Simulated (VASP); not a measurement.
# GaAs in VASP: a series of runs

GaAs is run at these levels: r2SCAN, PBE; tasks: single point.

Everything below comes from runs of VASP 6.6.1. Logs are shortened: lines on timing, memory, paths and dates and some standing lists are left out, and cuts for length are marked.

### Step 1. The cell of the first run

Symmetry: F-43m, No. 216, cubic system. Conventional cell: a = 5.863 Å, b = 5.863 Å, c = 5.863 Å, α = 90.00°, β = 90.00°, γ = 90.00°. Ga (site symmetry -43m) has 4 As at 2.54 Å within 3.4 Å. As (site symmetry -43m) has 4 Ga at 2.54 Å within 3.4 Å.

### Step 2. Single point, r2SCAN (strain +3.5%)

File POSCAR:

```
GaAs
1.0
    0.0000000000      2.9313911777      2.9313911777
    2.9313911777      0.0000000000      2.9313911777
    2.9313911777      2.9313911777      0.0000000000
Ga As
1 1
Direct
    0.0000000000      0.0000000000      0.0000000000
    0.2500000000      0.2500000000      0.2500000000
```

File INCAR.step1:

```
SYSTEM = GaAs
PREC = Accurate ; ENCUT = 520
ISMEAR = -1 ; SIGMA = 0.02
LREAL = .FALSE. ; LASPH = .TRUE.
NELM = 80 ; NBANDS = 16
GGA = PE ; ALGO = Normal
EDIFF = 1E-4 ; LWAVE = .TRUE.
LCHARG = .FALSE.
```

File INCAR.step2:

```
SYSTEM = GaAs
PREC = Accurate ; ENCUT = 520
EDIFF = 1E-6 ; ISMEAR = -1
SIGMA = 0.02 ; LREAL = .FALSE.
LASPH = .TRUE. ; NELM = 80
ALGO = Normal ; ISIF = 2
LWAVE = .FALSE. ; LCHARG = .FALSE.
METAGGA = R2SCAN ; LMIXTAU = .TRUE.
NBANDS = 16 ; ISTART = 1
```

File KPOINTS:

```
Automatic mesh
0
G
  8 8 8
  0 0 0
```

Potentials or basis: VASP PAW PBE potentials, release 64 (Ga_d, As).

The run is started by

```bash
cat potpaw_PBE.64/Ga_d/POTCAR potpaw_PBE.64/As/POTCAR > POTCAR
cp INCAR.step1 INCAR
mpirun -np 1 vasp_std > vasp.out
cp INCAR.step2 INCAR
mpirun -np 1 vasp_std > vasp.out
```

OUTCAR:

```text
SYSTEM = GaAs
   PREC = Accurate
   ENCUT = 520
   EDIFF = 1E-6
   ISMEAR = -1
   LREAL = .FALSE.
   LASPH = .TRUE.
   NELM = 80
   ISIF = 2
   METAGGA = R2SCAN
   ISTART = 1

 ion  position               nearest neighbor table
   1  0.000  0.000  0.000-   2 2.54   2 2.54   2 2.54   2 2.54
   2  0.250  0.250  0.250-   1 2.54   1 2.54   1 2.54   1 2.54

  LATTYP: Found a face centered cubic cell.
 ALAT       =     5.8627823554

  Lattice vectors:

 A1 = (   0.0000000000,   2.9313911777,   2.9313911777)
 A2 = (   2.9313911777,   0.0000000000,   2.9313911777)
 A3 = (   2.9313911777,   2.9313911777,   0.0000000000)

Analysis of symmetry for initial positions (statically):
=====================================================================
 Subroutine PRICEL returns:
 Original cell was already a primitive cell.

 Routine SETGRP: Setting up the symmetry group for a
 face centered cubic supercell.

 Subroutine GETGRP returns: Found 24 space group operations
 (whereof 24 operations were pure point group operations)
 out of a pool of 48 trial point group operations.

The static configuration has the point symmetry T_d .

Analysis of symmetry for dynamics (positions and initial velocities):
=====================================================================
 Subroutine PRICEL returns:
 Original cell was already a primitive cell.

 Routine SETGRP: Setting up the symmetry group for a
 face centered cubic supercell.

 Subroutine GETGRP returns: Found 24 space group operations
 (whereof 24 operations were pure point group operations)
 out of a pool of 48 trial point group operations.

The dynamic configuration has the point symmetry T_d .

 Subroutine INISYM returns: Found 24 space group operations
 (whereof 24 operations are pure point group operations),
 and found     1 'primitive' translations

----------------------------------------------------------------------------------------

                                     Primitive cell

  volume of cell :      50.3792

  direct lattice vectors                    reciprocal lattice vectors
     0.000000000  2.931391178  2.931391178    -0.170567478  0.170567478  0.170567478
     2.931391178  0.000000000  2.931391178     0.170567478 -0.170567478  0.170567478
     2.931391178  2.931391178  0.000000000     0.170567478  0.170567478 -0.170567478

[... 79 lines left out ...]
   LSORBIT =      F    spin-orbit coupling
   LASPH  =      T    aspherical Exc in radial PAW
   ENCUT  =  520.0 eV  38.22 Ry    6.18 a.u.   7.71  7.71  7.71*2*pi/ulx,y,z
   NELM   =     80;   NELMIN=  2; NELMDL=  0     # of ELM steps
   EDIFF  = 0.1E-05   stopping-criterion for ELM
   LREAL  =      F    real-space projection
   EDIFFG = 0.1E-04   stopping-criterion for IOM
   NSW    =      0    number of steps for IOM
   IBRION =     -1    ionic relax: 0-MD 1-quasi-New 2-CG
   NFREE  =      0    steps in history (QN), initial steepest desc. (CG)
   ISIF   =      2    stress and relaxation
   ISYM   =      2    0-nonsym 1-usesym 2-fastsym
   POTIM  = 0.5000    time-step for ionic-motion
   TEBEG  =    0.0;   TEEND  =   0.0 temperature during run
   PSTRESS=    0.0 pullay stress
   NELECT =      18.0000    total number of electrons
   NUPDOWN=      -1.0000    fix difference up-down
   EMIN   =  10.00;   EMAX   =-10.00  energy-range for DOS
   EFERMI =   0.00;   METHOD = LEGACY
   ISMEAR =    -1;   SIGMA  =   0.02  broadening in eV -4-tet -1-fermi 0-gaus
   EFERMI_NEDOS =   21; number of points for ismear=-14 and -15
   IALGO  =     38    algorithm
   IMIX   =      4    mixing-type and parameters
     AMIX     =   0.40;   BMIX     =  1.00
     AMIX_MAG =   1.60;   BMIX_MAG =  1.00
  volume/ion in A,a.u.               =      25.19       169.99
  Fermi-wavevector in a.u.,A,eV,Ry     =   1.161668  2.195234 18.360677  1.349472
  Thomas-Fermi vector in A             =   2.298237
   LORBIT       =      0    0 simple, 1 ext, 2 COOP (PROOUT), +10 PAW based schemes
   METAGGA = R2SCAN    functional components
   LHFCALC =     F    Hartree Fock is set to
   AEXX    =    0.0000 exact exchange contribution
   IVDW    =     0    specifies the selected vdW correction
   LEPSILON=     F    determine dielectric tensor
   LRPA    =     F    only Hartree local field effects (RPA)
 non-spin polarized calculation
  energy-cutoff  :      520.00
  volume of cell :       50.38
 maximum number of plane-waves:      1380
   NGX = 15   NGY = 15   NGZ = 15

 number of electron      18.0000000 magnetization

 Free energy of the ion-electron system (eV)
  ---------------------------------------------------
  ext. energy  EPLUGINS =         0.00000000
  ---------------------------------------------------
  free energy    TOTEN  =       -26.95667310 eV

  energy without entropy =      -26.95664358  energy(sigma->0) =      -26.95665834

 E-fermi :   2.7976     XC(G=0):  -9.7425

 val. band max:        2.7113197351   @ k =   0.0000   0.0000   0.0000
 cond. band min:       2.8613123562   @ k =   0.0000   0.0000   0.0000
 fundamental gap:      0.1499926211
 Fermi energy:         2.7975711350

 k-point     1 :       0.0000    0.0000    0.0000
  band No.  band energies     occupation
      1     -12.3753      2.00000
      2     -12.3753      2.00000
      3     -12.3752      2.00000
      4     -12.3102      2.00000
      5     -12.3102      2.00000
      6      -9.7490      2.00000
[... 433 lines left out ...]
      3     -12.3510      2.00000
      4     -12.3130      2.00000
      5     -12.3074      2.00000
      6      -7.9267      2.00000
[... 8 lines left out ...]
     15      14.5922      0.00000
     16      14.9415      0.00000

 [... further k-points ...]

------------------------ aborting loop because EDIFF is reached ----------------------------------------

  FORCE on cell =-STRESS in cart. coord.  units (eV):
  Direction    XX          YY          ZZ          XY          YZ          ZX
  --------------------------------------------------------------------------------------
  -------------------------------------------------------------------------------------
  Total       -1.8287375     -1.8287375     -1.8287375     -0.0000000     -0.0000000      0.0000000
  in kB      -58.1581550    -58.1581550    -58.1581550     -0.0000000     -0.0000000      0.0000000
  external PRESSURE =     -58.1581550 kB  Pullay stress =       0.0000000 kB

 VOLUME and BASIS-vectors are now :
 -----------------------------------------------------------------------------
  energy-cutoff  :      520.00
  volume of cell :       50.38
      direct lattice vectors                 reciprocal lattice vectors
     0.000000000  2.931391178  2.931391178    -0.170567478  0.170567478  0.170567478
     2.931391178  0.000000000  2.931391178     0.170567478 -0.170567478  0.170567478
     2.931391178  2.931391178  0.000000000     0.170567478  0.170567478 -0.170567478

 POSITION                                       TOTAL-FORCE (eV/Angst)
 -----------------------------------------------------------------------------------
      0.00000      0.00000      0.00000         0.000000     -0.000000      0.000000
      1.46570      1.46570      1.46570        -0.000000      0.000000     -0.000000
 -----------------------------------------------------------------------------------
    total drift:                                0.000001      0.000001      0.000001

  FREE ENERGIE OF THE ION-ELECTRON SYSTEM (eV)
  ---------------------------------------------------
  free  energy   TOTEN  =       -26.9566731003 eV

  energy  without entropy=      -26.9566435776  energy(sigma->0) =      -26.95665834
```

OSZICAR.step1:

```text
N       E                     dE             d eps       ncg     rms          rms(c)
DAV:   1     0.836447051590E+02    0.83645E+02   -0.89367E+03   944   0.149E+03
DAV:   2    -0.155416663946E+01   -0.85199E+02   -0.81014E+02  1024   0.309E+02
DAV:   3    -0.826836344543E+01   -0.67142E+01   -0.66922E+01  1096   0.668E+01
DAV:   4    -0.838126134465E+01   -0.11290E+00   -0.11287E+00  1184   0.973E+00
DAV:   5    -0.838261848291E+01   -0.13571E-02   -0.13571E-02  1104   0.954E-01    0.260E+00
DAV:   6    -0.825528428949E+01    0.12733E+00   -0.21070E-01  1424   0.706E+00    0.154E+00
DAV:   7    -0.824174650457E+01    0.13538E-01   -0.51033E-02  1088   0.149E+00    0.546E-01
DAV:   8    -0.824275057749E+01   -0.10041E-02   -0.89939E-03  1104   0.103E+00    0.824E-02
DAV:   9    -0.824316426092E+01   -0.41368E-03   -0.91144E-04  1200   0.381E-01    0.540E-02
DAV:  10    -0.824323122106E+01   -0.66960E-04   -0.54804E-05   880   0.659E-02
   1 F= -.82432312E+01 E0= -.82431564E+01  d E =-.149553E-03
```

It took 2.1 min on 1 thread of Intel Xeon 8259CL, shared host; peak memory 0.19 GiB.

Results:

```
Free energy            : -26.9567 eV
Pressure               : -5.8 GPa
Band gap on the k mesh : 0.15 eV
```

Levels at points of the mesh, in eV from the valence-band top:
```csv
k point,band 6,band 7,band 8,band 9,band 10,band 11,band 12,band 13
"(0.00, 0.00, 0.00)",-12.46,0.00,0.00,0.00,0.15,4.00,4.00,4.00
"(0.50, 0.00, 0.00)",-10.94,-6.25,-1.03,-1.03,1.04,4.93,4.93,8.09
"(0.50, 0.50, 0.00)",-10.30,-6.50,-2.40,-2.40,1.93,1.96,9.97,9.97
```

Caveat: the cell differs from its parent crystal (strain +3.5%); the cell stands under tension; the PAW data sets were made with another functional, which shifts forces and pressure a little.

### Step 3. Single point, PBE (uniaxial x strain -1.9%)

File INCAR:

```
SYSTEM = GaAs
PREC = Accurate
ENCUT = 520
EDIFF = 1E-7
ISMEAR = -1
SIGMA = 0.02
LREAL = .FALSE.
LASPH = .TRUE.
NELM = 100
ALGO = Normal
ISIF = 2
LWAVE = .FALSE.
LCHARG = .TRUE.
GGA = PE
LELF = .TRUE.
LVHAR = .TRUE.
NBANDS = 16
```

KPOINTS is that of step 2.

File POSCAR:

```
GaAs
1.0
    0.0000000000      2.8330831910      2.8330831910
    2.7798212270      0.0000000000      2.8330831910
    2.7798212270      2.8330831910      0.0000000000
Ga As
1 1
Direct
    0.0000000000      0.0000000000      0.0000000000
    0.2500000000      0.2500000000      0.2500000000
```

Potentials or basis: VASP PAW PBE potentials, release 64 (Ga_d, As).

The run is started by

```bash
cat potpaw_PBE.64/Ga_d/POTCAR potpaw_PBE.64/As/POTCAR > POTCAR
mpirun -np 1 vasp_std > vasp.out
```

Run time: 97 s. Hardware: 1 thread of Intel Xeon 8259CL, shared host; peak memory 0.2 GiB.

It converged, with:

- Free energy: -8.2315 eV
- Pressure: 4.4 GPa
- Band gap on the k mesh: 0.54 eV

Stress tensor (GPa, compression positive):
```
5.15 0.00 0.00
0.00 4.07 0.00
0.00 0.00 4.07
```

Levels at points of the mesh, in eV from the valence-band top:
| k point | band 5 | band 6 | band 7 | band 8 | band 9 | band 10 | band 11 | band 12 | band 13 | band 14 |
| --- | --- | --- | --- | --- | --- | --- | --- | --- | --- | --- |
| (0.00, 0.00, 0.00) | -14.82 | -12.89 | -0.11 | -0.11 | 0.00 | 0.54 | 3.63 | 3.68 | 3.68 | 7.55 |
| (0.50, 0.00, 0.00) | -14.81 | -11.08 | -6.78 | -1.31 | -1.15 | 0.96 | 4.50 | 4.64 | 7.70 | 10.41 |
| (0.50, 0.50, 0.00) | -14.81 | -10.35 | -6.99 | -2.76 | -2.74 | 1.41 | 1.64 | 10.11 | 10.23 | 10.96 |
| (0.00, 0.50, 0.50) | -14.80 | -10.28 | -6.87 | -2.88 | -2.88 | 1.29 | 1.46 | 10.20 | 10.20 | 11.11 |

Caveat: the cell differs from its parent crystal (uniaxial x strain -1.9%); the cell stands under pressure.
